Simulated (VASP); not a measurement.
**HfB2: single point with PBEsol**

The system is HfB2.

```xyz
3
Lattice="3.1400 0.0000 0.0000 -1.5700 2.7193 0.0000 0.0000 0.0000 3.5496" Properties=species:S:1:pos:R:3 pbc="T T T"
Hf    0.0000    0.0000    0.0000
B     0.0000    1.8129    1.7748
B     1.5700    0.9064    1.7748
```

This cell differs from its parent crystal: zz strain of +2 %.

| Item | Value |
| --- | --- |
| Program | VASP 6.6.1 |
| Task | single point |
| Functional | PBEsol |
| Potentials or basis | VASP PAW PBE potentials, release 64 (Hf_pv, B) |
| Cutoff | 520 eV |
| k mesh | 15 × 15 × 12 |
| Occupations | fermi-dirac, width 0.03 eV |
| Spin | no spin polarisation |
| Dipole correction | no |
| Further INCAR settings | ALGO = Normal; EDIFF = 1e-07; NBANDS = 15 |

```
Pressure               : -8.8 GPa
Band gap on the k mesh : zero (band 8 reaches 8.20 eV, above the bottom of band 9 at 7.13 eV)
```

Stress tensor (GPa, compression positive):
```
 -6.31   0.00   0.00
  0.00  -6.31   0.00
  0.00   0.00 -13.68
```

Levels at points of the mesh, in eV from the Fermi level:
| k point | band 5 | band 6 | band 7 | band 8 | band 9 | band 10 | band 11 | band 12 |
| --- | --- | --- | --- | --- | --- | --- | --- | --- |
| (0.00, 0.00, 0.00) | -3.09 | -2.92 | -2.70 | -2.70 | 3.91 | 3.91 | 4.39 | 4.39 |
| (0.00, 0.00, 0.50) | -8.33 | -1.07 | -1.07 | 0.48 | 0.48 | 0.97 | 0.97 | 1.80 |

Wall time 33 s on 1 thread of Intel Xeon 6975P-C, with other jobs on the host, peak memory 0.21 GiB.

Caveat: the cell differs from its parent crystal (zz strain of +2 %); the PAW data sets were made with another functional, which shifts forces and pressure a little; spin-orbit coupling is left out, which moves the levels of the heavy elements.
